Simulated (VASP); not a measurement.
Runs of VASP 6.6.1 on TaF3. The structure is that of space group Pm-3m (No. 221), or close to it. The cells are those of the table. 

```tsv
cell	gap on the mesh (eV)	pressure (GPa)
a = 3.784 Å, 4 atoms	none	49.4
a = 3.784, b = 3.784, c = 3.960 Å, 4 atoms	none	37.7
a = 3.784, b = 3.784, c = 3.843 Å, 4 atoms	none	45.0
a = 3.901, b = 3.901, c = 3.784 Å, 4 atoms	none	33.3
a = 3.960 Å, 4 atoms	none	17.2
a = 3.843, b = 3.843, c = 4.018 Å, 4 atoms	none	26.9
a = 4.018 Å, 4 atoms	none	(b)
a = 3.784, b = 3.784, c = 4.018 Å, 4 atoms	none	34.6
a = 3.843, b = 3.843, c = 3.960 Å, 4 atoms	none	(c)
a = 3.843, b = 3.843, c = 3.784 Å, 4 atoms	none	40.7
a = 3.843, b = 3.843, c = 3.901 Å, 4 atoms	none	33.0
a = 3.784, b = 3.784, c = 3.901 Å, 4 atoms	none	(a)
```

Alike in all rows: task single point; level PBE; potentials or basis VASP PAW PBE potentials, release 64 (Ta_pv, F); no spin polarisation; k mesh 12 × 12 × 12; cutoff (eV) 520; smearing gaussian 0.15 eV.

Problem. Fill in the values left out.

Solution. (a) 41.1; (b) 10.0; (c) 29.7.

Caveats: the cell stands under pressure; spin-orbit coupling is left out, which moves the levels of the heavy elements.

A k mesh can miss the band edges, and the runs leave out spin-orbit coupling on Ta.

A gap of «none» marks levels without a gap at the run's occupations.
